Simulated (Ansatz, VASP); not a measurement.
Two plane-wave programs on MgS

```
S Mg
1.0
     3.95226    0.00000    0.00000
    -1.97613    3.42276    0.00000
     0.00000    0.00000    6.30099
S Mg
2 2
Direct
  0.66667 0.33333 0.87924
  0.33333 0.66667 0.37924
  0.33333 0.66667 0.99575
  0.66667 0.33333 0.49575
```

Alike in both runs: task single point; functional LDA; k mesh 8 × 8 × 4; occupations fermi-dirac, width 0.05 eV; no spin polarisation.

```csv
,VASP,Ansatz
version,VASP 6.6.1,Ansatz 0.2.0
potentials or method,"VASP PAW LDA potentials, release 64 (S, Mg)",Ansatz PAW
plane-wave cutoff (eV),520,420
valence electrons in the cell,16,32
```

```csv
,VASP,Ansatz,Ansatz less VASP
gap on the k mesh at the Fermi level (eV),3.47,3.46,-0.012
least direct gap on the mesh (eV),3.47,3.46,-0.012
pressure (GPa),1.3,1.7,+0.32
"traceless stress, the component that is largest in VASP (GPa)",-0.30,-0.32,-0.014
rms of the force components (eV/Å),0.027,0.026,-0.0016
```

LDA's correlation is that of Perdew and Zunger in VASP and of Perdew and Wang (1992) in Ansatz. Atom by atom the forces differ by 0.002 eV/Å (rms over components). VASP's potentials hold 16 valence electrons a cell and Ansatz's 32, so a difference there can come from the potentials and not from the codes.
